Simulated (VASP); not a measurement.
# FeCo3 (Pm-3m) in VASP: a series of runs

The runs below take FeCo3 through single point, with PBEsol.

Everything below comes from runs of VASP 6.6.1. Logs are shortened: lines on timing, memory, paths and dates and some standing lists are left out, and cuts for length are marked.

### 1 The cell of the first run

It takes space group Pm-3m (No. 221, cubic). Conventional cell: a = 3.536 Å, b = 3.536 Å, c = 3.536 Å, α = 90.00°, β = 90.00°, γ = 90.00°. Within 3.3 Å of Fe (site symmetry m-3m) lie 12 Co at 2.50 Å. Within 3.3 Å of Co (site symmetry 4/mmm) lie 4 Fe at 2.50 Å and 8 Co at 2.50 Å.

### 2 Single point, PBEsol, collinear spin, ferromagnetic start

Contents of INCAR:

```
ALGO = Normal
EDIFF = 1E-7
ENCUT = 520
GGA = PS
ISIF = 2
ISMEAR = 0
ISPIN = 2
LASPH = T
LCHARG = F
LMAXMIX = 4
LORBIT = 11
LREAL = F
LWAVE = F
MAGMOM = 4.52 3.48 3.48 3.48
NBANDS = 30
NELM = 150
NUPDOWN = 15.0
PREC = Accurate
SIGMA = 0.1
```

Contents of KPOINTS:

```
k-points
0
Gamma
  12 12 12
```

Contents of POSCAR:

```
FeCo3
1.0
    3.5357026200      0.0000000000      0.0000000000
    0.0000000000      3.5357026200      0.0000000000
    0.0000000000      0.0000000000      3.5357026200
Fe Co
1 3
Direct
    0.0000000000      0.0000000000      0.0000000000
    0.5000000000      0.5000000000      0.0000000000
    0.5000000000      0.0000000000      0.5000000000
    0.0000000000      0.5000000000      0.5000000000
```

Potentials or basis: VASP PAW PBE potentials, release 64 (Fe, Co).

Started as:

```
cat potpaw_PBE.64/Fe/POTCAR potpaw_PBE.64/Co/POTCAR > POTCAR
mpirun -np 1 vasp_std > vasp.out
```

OUTCAR:

```text
EDIFF = 1E-7
   ENCUT = 520
   GGA = PS
   ISIF = 2
   ISMEAR = 0
   ISPIN = 2
   LASPH = T
   LORBIT = 11
   LREAL = F
   NELM = 150
   NUPDOWN = 15.0
   PREC = Accurate

 ion  position               nearest neighbor table
   1  0.000  0.000  0.000-   2 2.50   3 2.50   4 2.50   3 2.50   4 2.50   2 2.50   4 2.50   4 2.50
                             2 2.50   3 2.50   3 2.50   2 2.50
   2  0.500  0.500  0.000-   1 2.50   3 2.50   4 2.50   3 2.50   4 2.50   1 2.50   3 2.50   3 2.50
                             1 2.50   4 2.50   4 2.50   1 2.50
   3  0.500  0.000  0.500-   1 2.50   2 2.50   4 2.50   1 2.50   2 2.50   2 2.50   4 2.50   2 2.50
                             1 2.50   4 2.50   1 2.50   4 2.50
   4  0.000  0.500  0.500-   1 2.50   2 2.50   3 2.50   1 2.50   2 2.50   1 2.50   3 2.50   1 2.50
                             2 2.50   3 2.50   2 2.50   3 2.50

  LATTYP: Found a simple cubic cell.
 ALAT       =     3.5357026200

  Lattice vectors:

 A1 = (   3.5357026200,   0.0000000000,   0.0000000000)
 A2 = (   0.0000000000,   3.5357026200,   0.0000000000)
 A3 = (   0.0000000000,   0.0000000000,   3.5357026200)

Analysis of symmetry for initial positions (statically):
=====================================================================
 Subroutine PRICEL returns:
 Original cell was already a primitive cell.

 Routine SETGRP: Setting up the symmetry group for a
 simple cubic supercell.

 Subroutine GETGRP returns: Found 48 space group operations
 (whereof 48 operations were pure point group operations)
 out of a pool of 48 trial point group operations.

The static configuration has the point symmetry O_h .

Analysis of symmetry for dynamics (positions and initial velocities):
=====================================================================
 Subroutine PRICEL returns:
 Original cell was already a primitive cell.

 Routine SETGRP: Setting up the symmetry group for a
 simple cubic supercell.

 Subroutine GETGRP returns: Found 48 space group operations
 (whereof 48 operations were pure point group operations)
 out of a pool of 48 trial point group operations.

The dynamic configuration has the point symmetry O_h .

Analysis of structural, dynamic, and magnetic symmetry:
=====================================================================
 Subroutine PRICEL returns:
 Original cell was already a primitive cell.

 Routine SETGRP: Setting up the symmetry group for a
 simple cubic supercell.

 Subroutine GETGRP returns: Found 48 space group operations
 (whereof 48 operations were pure point group operations)
 out of a pool of 48 trial point group operations.

The overall configuration has the point symmetry O_h .

 Subroutine INISYM returns: Found 48 space group operations
 (whereof 48 operations are pure point group operations),
 and found     1 'primitive' translations

----------------------------------------------------------------------------------------

                                     Primitive cell

  volume of cell :      44.2005

  direct lattice vectors                    reciprocal lattice vectors
     3.535702620  0.000000000  0.000000000     0.282829216  0.000000000  0.000000000
     0.000000000  3.535702620  0.000000000     0.000000000  0.282829216  0.000000000
     0.000000000  0.000000000  3.535702620     0.000000000  0.000000000  0.282829216

  length of vectors
     3.535702620  3.535702620  3.535702620     0.282829216  0.282829216  0.282829216

  position of ions in fractional coordinates (direct lattice)
     0.000000000  0.000000000  0.000000000
     0.500000000  0.500000000  0.000000000
     0.500000000  0.000000000  0.500000000
     0.000000000  0.500000000  0.500000000

  ion indices of the primitive-cell ions
   primitive index   ion index
                 1           1
                 2           2
                 3           3
                 4           4

----------------------------------------------------------------------------------------

 KPOINTS: k-points

Automatic generation of k-mesh.
 Grid dimensions read from file:
 generate k-points for:   12   12   12

 Generating k-lattice:

  Cartesian coordinates                     Fractional coordinates (reciprocal lattice)
     0.023569101  0.000000000  0.000000000     0.083333333  0.000000000  0.000000000
     0.000000000  0.023569101  0.000000000     0.000000000  0.083333333  0.000000000
     0.000000000  0.000000000  0.023569101     0.000000000  0.000000000  0.083333333

  Length of vectors
     0.023569101  0.023569101  0.023569101

  Shift w.r.t. Gamma in fractional coordinates (k-lattice)
     0.000000000  0.000000000  0.000000000

 Subroutine IBZKPT returns following result:
 ===========================================

 Found     84 irreducible k-points:

 Following reciprocal coordinates:
            Coordinates               Weight
  0.000000  0.000000  0.000000      1.000000
  0.083333  0.000000  0.000000      6.000000
  0.166667  0.000000  0.000000      6.000000
  0.250000  0.000000  0.000000      6.000000
  0.333333  0.000000  0.000000      6.000000
  0.416667  0.000000  0.000000      6.000000
[... 16 lines left out ...]
  0.333333  0.333333  0.000000     12.000000
  0.416667  0.333333  0.000000     24.000000
 [... further k-points ...]
   k-points           NKPTS =     84   k-points in BZ     NKDIM =     84   number of bands    NBANDS=     30
   number of dos      NEDOS =    301   number of ions     NIONS =      4
   total plane-waves  NPLWV =  21952
   dimension x,y,z NGX =    28 NGY =   28 NGZ =   28
   dimension x,y,z NGXF=    56 NGYF=   56 NGZF=   56
   ions per type =               1   3
   NGX,Y,Z   is equivalent  to a cutoff of  13.17, 13.17, 13.17 a.u.
   NGXF,Y,Z  is equivalent  to a cutoff of  26.33, 26.33, 26.33 a.u.
 SYSTEM =  unknown system
   PREC   = accura    normal or accurate (medium, high low for compatibility)
   ISTART =      0    job   : 0-new  1-cont  2-samecut
   ICHARG =      2    charge: 1-file 2-atom 10-const
   ISPIN  =      2    spin polarized calculation?
   LNONCOLLINEAR =      F non collinear calculations
   LSORBIT =      F    spin-orbit coupling
   LASPH  =      T    aspherical Exc in radial PAW
   ENCUT  =  520.0 eV  38.22 Ry    6.18 a.u.   6.57  6.57  6.57*2*pi/ulx,y,z
   NELM   =    150;   NELMIN=  2; NELMDL= -5     # of ELM steps
   EDIFF  = 0.1E-06   stopping-criterion for ELM
   LREAL  =      F    real-space projection
   EDIFFG = 0.1E-05   stopping-criterion for IOM
   NSW    =      0    number of steps for IOM
   IBRION =     -1    ionic relax: 0-MD 1-quasi-New 2-CG
   NFREE  =      0    steps in history (QN), initial steepest desc. (CG)
   ISIF   =      2    stress and relaxation
   ISYM   =      2    0-nonsym 1-usesym 2-fastsym
   POTIM  = 0.5000    time-step for ionic-motion
   TEBEG  =    0.0;   TEEND  =   0.0 temperature during run
   PSTRESS=    0.0 pullay stress
   NELECT =      35.0000    total number of electrons
   NUPDOWN=      15.0000    fix difference up-down
   EMIN   =  10.00;   EMAX   =-10.00  energy-range for DOS
   EFERMI =   0.00;   METHOD = LEGACY
   ISMEAR =     0;   SIGMA  =   0.10  broadening in eV -4-tet -1-fermi 0-gaus
   EFERMI_NEDOS =   21; number of points for ismear=-14 and -15
   IALGO  =     38    algorithm
   IMIX   =      4    mixing-type and parameters
     AMIX     =   0.40;   BMIX     =  1.00
     AMIX_MAG =   1.60;   BMIX_MAG =  1.00
  volume/ion in A,a.u.               =      11.05        74.57
  Fermi-wavevector in a.u.,A,eV,Ry     =   1.514567  2.862116 31.210578  2.293913
  Thomas-Fermi vector in A             =   2.624207
   LORBIT       =     11    0 simple, 1 ext, 2 COOP (PROOUT), +10 PAW based schemes
   GGA     = PS    functional components
   LHFCALC =     F    Hartree Fock is set to
   AEXX    =    0.0000 exact exchange contribution
   IVDW    =     0    specifies the selected vdW correction
   LEPSILON=     F    determine dielectric tensor
   LRPA    =     F    only Hartree local field effects (RPA)
 spin polarized calculation
 Gauss-broadening in eV      SIGMA  =   0.10
  energy-cutoff  :      520.00
  volume of cell :       44.20
 maximum number of plane-waves:      1213
 NGX is ok and might be reduce to    28
   NGX = 13   NGY = 13   NGZ = 13

 number of electron      34.9999992 magnetization      15.0000000

 Free energy of the ion-electron system (eV)
  ---------------------------------------------------
  ext. energy  EPLUGINS =         0.00000000
  ---------------------------------------------------
  free energy    TOTEN  =       -17.21053621 eV

  energy without entropy =      -17.18532293  energy(sigma->0) =      -17.19792957

 E-fermi :   8.0541     XC(G=0): -13.4954

 val. band max:       16.0078060235   @ k =   0.5000   0.5000   0.2500
 cond. band min:       8.0598500428   @ k =   0.4167   0.4167   0.1667
 fundamental gap:     -7.9479559807
 Fermi energy:        16.0293292582

 spin component 1

 k-point     1 :       0.0000    0.0000    0.0000
  band No.  band energies     occupation
      1      -0.6184      1.00000
      2       2.5590      1.00000
      3       2.5590      1.00000
      4       2.6186      1.00000
      5       3.0972      1.00000
      6       3.0972      1.00000
[... 757 lines left out ...]
     28      20.6198      0.00000
     29      21.1423      0.00000

 [... further k-points ...]

 spin component 2

 k-point     1 :       0.0000    0.0000    0.0000
  band No.  band energies     occupation
      1       0.9369      1.00000
      2       5.3087      1.00000
      3       5.3137      1.00000
      4       5.3137      1.00000
      5       5.9000      1.00000
      6       5.9000      1.00000
[... 757 lines left out ...]
     28      22.5764      0.00000
     29      23.2166      0.00000

 [... further k-points ...]

 [bands above 29 left out]

------------------------ aborting loop because EDIFF is reached ----------------------------------------

  FORCE on cell =-STRESS in cart. coord.  units (eV):
  Direction    XX          YY          ZZ          XY          YZ          ZX
  --------------------------------------------------------------------------------------
  -------------------------------------------------------------------------------------
  Total       19.4246306     19.4246306     19.4246306      0.0000000      0.0000000      0.0000000
  in kB      704.1029442    704.1029442    704.1029442      0.0000000      0.0000000      0.0000000
  external PRESSURE =     704.1029442 kB  Pullay stress =       0.0000000 kB

 VOLUME and BASIS-vectors are now :
 -----------------------------------------------------------------------------
  energy-cutoff  :      520.00
  volume of cell :       44.20
      direct lattice vectors                 reciprocal lattice vectors
     3.535702620  0.000000000  0.000000000     0.282829216  0.000000000  0.000000000
     0.000000000  3.535702620  0.000000000     0.000000000  0.282829216  0.000000000
     0.000000000  0.000000000  3.535702620     0.000000000  0.000000000  0.282829216

 POSITION                                       TOTAL-FORCE (eV/Angst)
 -----------------------------------------------------------------------------------
      0.00000      0.00000      0.00000         0.000000      0.000000      0.000000
      1.76785      1.76785      0.00000         0.000000      0.000000      0.000000
      1.76785      0.00000      1.76785         0.000000      0.000000      0.000000
      0.00000      1.76785      1.76785         0.000000      0.000000      0.000000
 -----------------------------------------------------------------------------------
    total drift:                                0.000000      0.000000      0.000000

  FREE ENERGIE OF THE ION-ELECTRON SYSTEM (eV)
  ---------------------------------------------------
  free  energy   TOTEN  =       -17.2105362112 eV

  energy  without entropy=      -17.1853229332  energy(sigma->0) =      -17.19792957

 total charge

# of ion       s       p       d       tot
------------------------------------------
    1        0.583   0.758   5.827   7.169
    2        0.588   0.719   6.893   8.201
    3        0.588   0.719   6.893   8.201
    4        0.588   0.719   6.893   8.201
--------------------------------------------------
tot          2.347   2.916  26.507  31.770

 magnetization (x)

# of ion       s       p       d       tot
------------------------------------------
    1        0.140   0.339   3.859   4.337
    2        0.122   0.325   2.832   3.279
    3        0.122   0.325   2.832   3.279
    4        0.122   0.325   2.832   3.279
--------------------------------------------------
tot          0.506   1.314  12.356  14.176
```

Wall time 8.3 min (1 thread of Intel Xeon 8259CL, shared host); peak memory 0.29 GiB.

What came out:

```
Free energy                                           : -17.2105 eV
Pressure                                              : 70.4 GPa
Net moment                                            : 15.00 μB per cell
Site moments                                          : Fe +4.34; Co +3.28 μB
Valence electrons inside the program's atomic spheres : Fe 7.17; Co 8.20
```

Caveat: the cell stands under pressure; the PAW data sets were made with another functional, which shifts forces and pressure a little; the total moment is fixed, so each spin has its own Fermi level and the state may be an excited one.

### 3 Single point, PBEsol, collinear spin, ferromagnetic start

Contents of INCAR:

```
SYSTEM = FeCo3
  PREC = Accurate
  ENCUT = 520
  EDIFF = 1E-6
  ISMEAR = 0
  SIGMA = 0.1
  LREAL = .False.
  LASPH = .True.
  NELM = 150
  ALGO = Normal
  ISIF = 2
  LWAVE = .False.
  LCHARG = .False.
  ISPIN = 2
  MAGMOM = 5 3.96 3.96 3.96
  LORBIT = 11
  NUPDOWN = 17.5
  LMAXMIX = 4
  GGA = PS
  NBANDS = 30
```

Contents of KPOINTS:

```
regular mesh
0
Gamma
  12 12 12
  0 0 0
```

POSCAR is that of step 2.

Potentials or basis: VASP PAW PBE potentials, release 64 (Fe, Co).

Started as:

```
cat potpaw_PBE.64/Fe/POTCAR potpaw_PBE.64/Co/POTCAR > POTCAR
mpirun -np 1 vasp_std > vasp.out
```

OUTCAR:

```text
SYSTEM = FeCo3
   PREC = Accurate
   ENCUT = 520
   EDIFF = 1E-6
   ISMEAR = 0
   LREAL = .False.
   LASPH = .True.
   NELM = 150
   ISIF = 2
   ISPIN = 2
   LORBIT = 11
   NUPDOWN = 17.5
   GGA = PS

 ion  position               nearest neighbor table
   1  0.000  0.000  0.000-   2 2.50   3 2.50   4 2.50   3 2.50   4 2.50   2 2.50   4 2.50   4 2.50
                             2 2.50   3 2.50   3 2.50   2 2.50
   2  0.500  0.500  0.000-   1 2.50   3 2.50   4 2.50   3 2.50   4 2.50   1 2.50   3 2.50   3 2.50
                             1 2.50   4 2.50   4 2.50   1 2.50
   3  0.500  0.000  0.500-   1 2.50   2 2.50   4 2.50   1 2.50   2 2.50   2 2.50   4 2.50   2 2.50
                             1 2.50   4 2.50   1 2.50   4 2.50
   4  0.000  0.500  0.500-   1 2.50   2 2.50   3 2.50   1 2.50   2 2.50   1 2.50   3 2.50   1 2.50
                             2 2.50   3 2.50   2 2.50   3 2.50

  LATTYP: Found a simple cubic cell.
 ALAT       =     3.5357026200

  Lattice vectors:

 A1 = (   3.5357026200,   0.0000000000,   0.0000000000)
 A2 = (   0.0000000000,   3.5357026200,   0.0000000000)
 A3 = (   0.0000000000,   0.0000000000,   3.5357026200)

[... 1750 lines left out ...]
  --------------------------------------------------------------------------------------
  -------------------------------------------------------------------------------------
  Total       31.3934384     31.3934384     31.3934384      0.0000000      0.0000000     -0.0000000
  in kB     1137.9476298   1137.9476298   1137.9476298      0.0000000      0.0000000     -0.0000000
  external PRESSURE =    1137.9476298 kB  Pullay stress =       0.0000000 kB

 VOLUME and BASIS-vectors are now :
 -----------------------------------------------------------------------------
  energy-cutoff  :      520.00
  volume of cell :       44.20
      direct lattice vectors                 reciprocal lattice vectors
     3.535702620  0.000000000  0.000000000     0.282829216  0.000000000  0.000000000
     0.000000000  3.535702620  0.000000000     0.000000000  0.282829216  0.000000000
     0.000000000  0.000000000  3.535702620     0.000000000  0.000000000  0.282829216

 POSITION                                       TOTAL-FORCE (eV/Angst)
 -----------------------------------------------------------------------------------
      0.00000      0.00000      0.00000         0.000000      0.000000      0.000000
      1.76785      1.76785      0.00000         0.000000      0.000000      0.000000
      1.76785      0.00000      1.76785         0.000000      0.000000      0.000000
      0.00000      1.76785      1.76785         0.000000      0.000000      0.000000
 -----------------------------------------------------------------------------------
    total drift:                                0.000000      0.000000      0.000000

  FREE ENERGIE OF THE ION-ELECTRON SYSTEM (eV)
  ---------------------------------------------------
  free  energy   TOTEN  =        -5.5623797934 eV

  energy  without entropy=       -5.5398100285  energy(sigma->0) =       -5.55109491

 total charge

# of ion       s       p       d       tot
------------------------------------------
    1        0.619   0.819   5.719   7.157
    2        0.622   0.774   6.781   8.177
    3        0.622   0.774   6.781   8.177
    4        0.622   0.774   6.781   8.177
--------------------------------------------------
tot          2.485   3.140  26.062  31.687

 magnetization (x)

# of ion       s       p       d       tot
------------------------------------------
    1        0.201   0.481   4.207   4.889
    2        0.184   0.463   3.160   3.807
    3        0.184   0.463   3.160   3.807
    4        0.184   0.463   3.160   3.807
--------------------------------------------------
tot          0.752   1.870  13.688  16.310
```

Wall time 7.2 min (1 thread of Intel Xeon 8259CL, shared host); peak memory 0.29 GiB.

Results:

- Free energy: -5.5624 eV
- Pressure: 113.8 GPa
- Net moment: 17.50 μB per cell
- Site moments: Fe +4.89; Co +3.81 μB
- Valence electrons inside the program's atomic spheres: Fe 7.16; Co 8.18

Caveat: the cell stands under pressure; the PAW data sets were made with another functional, which shifts forces and pressure a little; the total moment is fixed, so each spin has its own Fermi level and the state may be an excited one.
